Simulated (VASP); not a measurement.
Wanted: the native input for a VASP 6.6.1 run.

```
Task                   : single point
Functional             : PBE
Potentials or basis    : VASP PAW PBE potentials, release 64 (Si, C)
Cutoff                 : 520 eV
k mesh                 : 12 × 12 × 6
Occupations            : gaussian, width 0.05 eV
Spin                   : no spin polarisation
Dipole correction      : no
Further INCAR settings : ALGO = Normal; EDIFF = 1e-06; NBANDS = 16
```

The structure of SiC lies in POSCAR:

```
SiC
1.0
    3.2154370636      0.0000000000      0.0000000000
   -1.6077185318      2.7846501814      0.0000000000
    0.0000000000      0.0000000000      4.8710603303
Si C
2 2
Direct
    0.3333333333      0.6666666667      0.0045635313
    0.6666666667      0.3333333333      0.5045635313
    0.3333333333      0.6666666667      0.3804364687
    0.6666666667      0.3333333333      0.8804364687
```

This cell differs from its parent crystal: strain +0.040 along x and y, -0.040 along z.

These files were run (other wordings do the same):

INCAR

```
  ALGO = Normal
  EDIFF = 1E-6
  ENCUT = 520
  GGA = PE
  ISIF = 2
  ISMEAR = 0
  LASPH = T
  LCHARG = F
  LREAL = F
  LWAVE = F
  NBANDS = 16
  NELM = 60
  PREC = Accurate
  SIGMA = 0.05
```

KPOINTS

```
k-points
0
Gamma
  12 12 6
```

Potentials or basis: VASP PAW PBE potentials, release 64 (Si, C).

The run is started by

```bash
$ cat potpaw_PBE.64/Si/POTCAR potpaw_PBE.64/C/POTCAR > POTCAR
$ mpirun -np 1 vasp_std > vasp.out
```

It gave:

```yaml
Pressure: -5.9 GPa
Largest_force: 0.872 eV/Å
Band_gap_on_the_k_mesh: 2.04 eV (least direct gap 3.09 eV)
```

Caveat: the cell differs from its parent crystal (strain +0.040 along x and y, -0.040 along z); the cell stands under tension.

It took 50 s on 1 thread of Intel Xeon 8259CL, with other jobs on the host, peak memory 0.18 GiB.
